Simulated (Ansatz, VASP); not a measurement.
B: VASP beside Ansatz

```
CELL_PARAMETERS angstrom
2.10059 0.00000 0.00000
-1.05030 1.81917 0.00000
0.00000 0.00000 6.86053
ATOMIC_POSITIONS crystal
B 0.00000 0.00000 0.00000
B 0.00000 0.00000 0.50000
B 0.33333 0.66667 0.25000
B 0.66667 0.33333 0.75000
```

Alike in both runs: task relaxation of cell and atoms; functional LDA; k mesh 17 × 17 × 5; occupations fermi-dirac, width 0.1 eV; no spin polarisation.

|  | VASP | Ansatz |
| --- | --- | --- |
| version | VASP 6.6.1 | Ansatz 0.2.0 |
| potentials or method | VASP PAW LDA potentials, release 64 (B_h), cutoff 910 eV | plane waves (420 eV) with PAW, scalar-relativistic |
| valence electrons in the cell | 12 | 12 |

Ansatz gave:

| Property | Result |
| --- | --- |
| relaxed volume (Å³/atom) | 8.64 |
| relaxed cell length with the largest relative difference (Å) | 13.872 |

Task: What did VASP give for the same quantities?

Result: Relaxed volume (Å³/atom): 7.24; relaxed cell length with the largest relative difference (Å): 11.602.

Ansatz warns that its potentials were made for another functional, while VASP's fit it. LDA's correlation is that of Perdew and Zunger in VASP and of Perdew and Wang (1992) in Ansatz. One of these differences is far larger than is usual between the two programs; its cause wasn't traced.
